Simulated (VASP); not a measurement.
# Pd: single point with PBEsol

Pd:

```
Pd
1.0
     0.00000    2.25625    2.25625
     2.25625    0.00000    2.25625
     2.25625    2.25625    0.00000
Pd
2
Direct
  0.87500 0.87500 0.87500
  0.12500 0.12500 0.12500
```

This cell differs from its parent crystal: volume scaled by 0.5.

```json
{
  "Program": "VASP 6.6.1",
  "Task": "single point",
  "Functional": "PBEsol",
  "Potentials or basis": "VASP PAW PBE potentials, release 64 (Pd)",
  "Cutoff": "520 eV",
  "k mesh": "12 × 12 × 12",
  "Occupations": "fermi-dirac, width 0.05 eV",
  "Spin": "no spin polarisation"
}
```

- Pressure: 297.1 GPa
- Band gap on the k mesh: zero (band 10 reaches 16.49 eV, above the bottom of band 11 at 15.34 eV)

Levels at points of the mesh, in eV from the Fermi level:
```csv
k point,band 7,band 8,band 9,band 10,band 11,band 12,band 13,band 14
"(0.00, 0.00, 0.00)",-3.88,-3.88,-3.88,0.04,0.04,13.80,14.19,14.19
"(0.50, 0.00, 0.00)",-2.68,-2.68,-2.62,-0.84,-0.84,2.46,11.04,14.32
"(0.50, 0.50, 0.00)",-4.06,-4.06,-0.42,-0.42,2.64,2.64,5.65,5.65
```

It took 18 s on 1 thread of Intel(R) Xeon(R) Platinum 8259CL CPU @ 2.50GHz (Skylake/Cascade Lake), on a shared host, peak memory 0.15 GiB.

Caveat: the PAW data sets were made with another functional, which shifts forces and pressure a little.
